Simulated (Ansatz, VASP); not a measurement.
**One calculation of KF, two programs**

```
CELL_PARAMETERS angstrom
0.00000 2.65896 2.65896
2.65896 0.00000 2.65896
2.65896 2.65896 0.00000
ATOMIC_POSITIONS crystal
K 0.00000 0.00000 0.00000
F 0.50000 0.50000 0.50000
```

Alike in both runs: task single point; functional PBE-based screened hybrid; k mesh 4 × 4 × 4; no spin polarisation.

```csv
,VASP,Ansatz
version,VASP 6.6.1,Ansatz 0.2.0
potentials or method,"VASP PAW PBE potentials, release 64 (K_sv, F)",plane waves
plane-wave cutoff (eV),520,420
occupations,"gaussian, width 0.01 eV",fixed
valence electrons in the cell,16,16
```

```csv
,VASP,Ansatz,Ansatz less VASP
gap on the k mesh at the Fermi level (eV),10.11,10.12,+0.011
pressure (GPa),0.5,0.4,-0.03
```

VASP's potentials were made for PBE, not for PBE-based screened hybrid. Ansatz's warnings: stress exchange threshold loose, stress scf threshold loose.

The k mesh is coarse, so the values compare programs but aren't converged.
